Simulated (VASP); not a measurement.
## SrCl2: single point with PBEsol

SrCl2:

```
Sr Cl
1.0
     0.00000    3.41714    3.41714
     3.41714    0.00000    3.41714
     3.41714    3.41714    0.00000
Sr Cl
1 2
Direct
  0.00000 0.00000 0.00000
  0.75000 0.75000 0.75000
  0.25000 0.25000 0.25000
```

```json
{
  "Program": "VASP 6.6.1",
  "Task": "single point",
  "Functional": "PBEsol",
  "Potentials or basis": "VASP PAW PBE potentials, release 64 (Sr_sv, Cl)",
  "Cutoff": "520 eV",
  "k mesh": "7 × 7 × 7",
  "Occupations": "fermi-dirac, width 0.05 eV",
  "Spin": "no spin polarisation",
  "Dipole correction": "no",
  "Further INCAR settings": "ALGO = Normal; EDIFF = 1e-06; NBANDS = 19"
}
```

The pressure is 1.5 GPa. The band gap on the k mesh is 5.40 eV (least direct gap 5.54 eV).

Levels at points of the mesh, in eV from the valence-band top:
| k point | band 10 | band 11 | band 12 | band 13 | band 14 | band 15 |
| --- | --- | --- | --- | --- | --- | --- |
| (0.00, 0.00, 0.00) | -0.33 | -0.33 | -0.33 | 5.40 | 5.97 | 5.97 |

Run time: 15 s on 1 thread of Intel(R) Xeon(R) Platinum 8488C (Sapphire Rapids), on a shared host, peak memory 0.21 GiB.

Caveat: the PAW data sets were made with another functional, which shifts forces and pressure a little; an odd mesh through Γ misses points on the zone boundary, where band edges can lie. PBEsol gaps usually lie below the measured ones, often by a third to a half.
